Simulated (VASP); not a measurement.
Input of a VASP 6.6.1 run:

File INCAR:

```
SYSTEM = Na
PREC = Accurate ; ENCUT = 520
EDIFF = 1E-6 ; ISMEAR = 0
SIGMA = 0.15 ; LREAL = .False.
LASPH = .True. ; NELM = 60
ALGO = Fast ; ISIF = 2
LWAVE = .False. ; LCHARG = .False.
GGA = CA ; NBANDS = 10
```

Contents of KPOINTS:

```
Automatic mesh
0
Gamma
  18 18 18
  0 0 0
```

Contents of POSCAR:

```
Na
1.0
   -1.8102542474      1.8102542474      2.4404000000
    1.8102542474     -1.8102542474      2.4404000000
    1.8102542474      1.8102542474     -2.4404000000
Na
1
Direct
    0.0000000000      0.0000000000      0.0000000000
```

Potentials or basis: VASP PAW LDA potentials, release 64 (Na_pv).

Run with:

```sh
$ cat potpaw_LDA.64/Na_pv/POTCAR > POTCAR
$ mpirun -np 1 vasp_std > vasp.out
```

**Question.** What does it give for the pressure?

**Answer.** 0.3 GPa.
